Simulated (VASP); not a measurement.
Input of a VASP 6.6.1 run:

File POSCAR:

```
AlN
1.0
   -3.1066653462      0.0000000000      0.0000000000
    0.0000000000      0.0000000000     -4.9784048411
    0.0000000000     -5.3809022217      0.0000000000
Al N
4 4
Direct
    0.4919527863      0.9983070980      0.1666666667
   -0.0080472137      0.9983070980      0.6666666667
    0.0080472137      0.4983070980      0.3333333333
    0.5080472137      0.4983070980      0.8333333333
    0.5070647469      0.6166929020      0.1666666667
    0.0070647469      0.6166929020      0.6666666667
   -0.0070647469      0.1166929020      0.3333333333
    0.4929352531      0.1166929020      0.8333333333
```

INCAR.step1

```
SYSTEM = AlN
ALGO     = Normal         ! electronic algorithm
EDIFF    = 1E-4           ! SCF threshold, eV
ENCUT    = 520            ! plane-wave cutoff, eV
GGA      = PE             ! functional
ISMEAR   = 0              ! smearing method
LASPH    = .True.         ! aspherical terms in the spheres
LCHARG   = .False.        ! write CHGCAR
LREAL    = .False.        ! projectors in reciprocal space
LWAVE    = .True.         ! write WAVECAR
NBANDS   = 26             ! bands
NELM     = 60             ! most SCF steps
PREC     = Accurate       ! precision mode
SIGMA    = 0.05           ! smearing width, eV
```

INCAR.step2

```
SYSTEM = AlN
ALGO     = Normal         ! electronic algorithm
EDIFF    = 1E-6           ! SCF threshold, eV
ENCUT    = 520            ! plane-wave cutoff, eV
ISIF     = 2              ! what is computed and relaxed
ISMEAR   = 0              ! smearing method
ISTART   = 1            
LASPH    = .True.         ! aspherical terms in the spheres
LCHARG   = .True.         ! write CHGCAR
LELF     = .True.         ! ELF
LMIXTAU  = .True.       
LREAL    = .False.        ! projectors in reciprocal space
LVHAR    = .True.       
LWAVE    = .False.        ! write WAVECAR
METAGGA  = R2SCAN         ! meta-GGA
NBANDS   = 26             ! bands
NELM     = 60             ! most SCF steps
PREC     = Accurate       ! precision mode
SIGMA    = 0.05           ! smearing width, eV
```

KPOINTS

```
k-points
0
Gamma
  8 6 4
  0 0 0
```

Potentials or basis: VASP PAW PBE potentials, release 64 (Al, N).

The run is started by

```bash
$ cat potpaw_PBE.64/Al/POTCAR potpaw_PBE.64/N/POTCAR > POTCAR
$ cp INCAR.step1 INCAR
$ mpirun -np 1 vasp_std > vasp.out
$ cp INCAR.step2 INCAR
$ mpirun -np 1 vasp_std > vasp.out
```

(1) Estimate the pressure.

(2) What does it give for the band gap on the k mesh?

Results:

(1) -0.4 GPa.

(2) 4.91 eV.

Caveat: the cell differs from its parent crystal (atoms displaced along a vibrational mode); the PAW data sets were made with another functional, which shifts forces and pressure a little.
